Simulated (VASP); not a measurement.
KMgF3: single point with PBE

Crystal: KMgF3.

```
K Mg F
1.0
     3.79805    0.00000    0.00000
     0.00000    3.79805    0.00000
     0.00000    0.00000    3.79805
K Mg F
1 1 3
Direct
  0.50000 0.50000 0.50000
  0.00000 0.00000 0.00000
  0.50000 0.00000 0.00000
  0.00000 0.50000 0.00000
  0.00000 0.00000 0.50000
```

- Program: VASP 6.6.1
- Task: single point
- Functional: PBE
- Potentials or basis: VASP PAW PBE potentials, release 64 (K_sv, Mg, F)
- Cutoff: 520 eV
- k mesh: 6 × 6 × 6
- Occupations: gaussian, width 0.01 eV
- Spin: no spin polarisation
- Dipole correction: no
- Further INCAR settings: ALGO = Normal; EDIFF = 1e-06; NBANDS = 24

- Pressure: 19.7 GPa
- Band gap on the k mesh: 8.50 eV (least direct gap 8.82 eV)

Levels at points of the mesh, in eV from the valence-band top:
```csv
k point,band 12,band 13,band 14,band 15,band 16,band 17,band 18,band 19,band 20,band 21
"(0.00, 0.00, 0.00)",-0.78,-0.78,-0.31,-0.31,-0.31,8.50,10.25,10.25,12.58,12.58
"(0.50, 0.00, 0.00)",-1.11,-1.03,-1.03,-0.62,-0.62,11.05,11.50,12.04,13.28,13.53
"(0.50, 0.50, 0.00)",-1.32,-1.26,-1.01,-1.01,-0.03,11.75,12.39,13.48,13.48,14.12
"(0.50, 0.50, 0.50)",-1.25,-1.25,0.00,0.00,0.00,11.02,11.02,11.02,14.73,14.73
```

Run time: 44 s on 1 thread of Intel Xeon 8259CL, on a shared host, peak memory 0.17 GiB.

Caveat: the cell stands under pressure. A k mesh can miss the band edges.
